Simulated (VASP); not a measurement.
# Nb2O: relaxation of cell and atoms with PBE

The system is Nb2O.

```
CELL_PARAMETERS angstrom
4.59843 0.00000 0.00000
0.00000 4.59843 0.00000
0.00000 0.00000 4.59843
ATOMIC_POSITIONS crystal
Nb 0.25000 0.25000 0.25000
Nb 0.25000 0.75000 0.75000
Nb 0.75000 0.75000 0.25000
Nb 0.75000 0.25000 0.75000
O 0.00000 0.00000 0.00000
O 0.50000 0.50000 0.50000
```

```
Program                : VASP 6.6.1
Task                   : relaxation of cell and atoms
Functional             : PBE
Potentials or basis    : VASP PAW PBE potentials, release 64 (Nb_sv, O)
Cutoff                 : 600 eV
k mesh                 : 8 × 8 × 8
Occupations            : gaussian, width 0.1 eV
Spin                   : no spin polarisation
Dipole correction      : no
Further INCAR settings : ALGO = Normal; EDIFF = 1e-06; IBRION = 2; EDIFFG = -0.01; NSW = 100; ISIF = 3
```

```
Relaxed volume                         : 16.17 Å³/atom
Relaxed cell                           : a = 4.595 Å, b = 4.595 Å, c = 4.595 Å, α = 90.00°, β = 90.00°, γ = 90.00°
Space group after relaxing (to 0.05 Å) : Pn-3m (No. 224)
Energy gained by relaxing              : 0.1 meV/atom
Ionic steps                            : 3
Pressure after relaxing                : 0.0 GPa
Band gap on the k mesh                 : zero (band 32 reaches 10.85 eV, above the bottom of band 33 at 9.27 eV)
```

The path:
```tsv
step	energy change (eV)	largest force (eV/Å)	pressure (GPa)	volume (Å³)
1	0.0000	0.0000	-0.45	97.24
2	0.0007	0.0000	0.79	96.59
3	-0.0003	0.0000	0.00	97.00
```

Final structure:
```cif
data_structure
_symmetry_space_group_name_H-M 'P 1'
_symmetry_Int_Tables_number 1
_cell_length_a 4.5948
_cell_length_b 4.5948
_cell_length_c 4.5948
_cell_angle_alpha 90.000
_cell_angle_beta 90.000
_cell_angle_gamma 90.000
_cell_volume 97.00
loop_
_atom_site_label
_atom_site_type_symbol
_atom_site_fract_x
_atom_site_fract_y
_atom_site_fract_z
_atom_site_occupancy
Nb1 Nb 0.25000 0.25000 0.25000 1
Nb2 Nb 0.25000 0.75000 0.75000 1
Nb3 Nb 0.75000 0.75000 0.25000 1
Nb4 Nb 0.75000 0.25000 0.75000 1
O1 O 0.00000 0.00000 0.00000 1
O2 O 0.50000 0.50000 0.50000 1
```

Levels at points of the mesh, in eV from the Fermi level:
```tsv
k point	band 29	band 30	band 31	band 32	band 33	band 34	band 35	band 36
(0.00, 0.00, 0.00)	-2.56	-2.56	1.22	1.22	1.55	1.55	1.55	1.86
(0.50, 0.00, 0.00)	-1.09	-1.09	-0.84	-0.84	0.25	0.25	0.84	0.84
(0.50, 0.50, 0.00)	-0.72	-0.72	-0.65	-0.65	0.06	0.06	0.26	0.26
(0.50, 0.50, 0.50)	-0.98	-0.33	-0.33	-0.33	1.49	1.49	1.49	1.51
```

Run time: 6.4 min on 1 thread of Intel Xeon 6975P-C (shared host), peak memory 0.32 GiB.
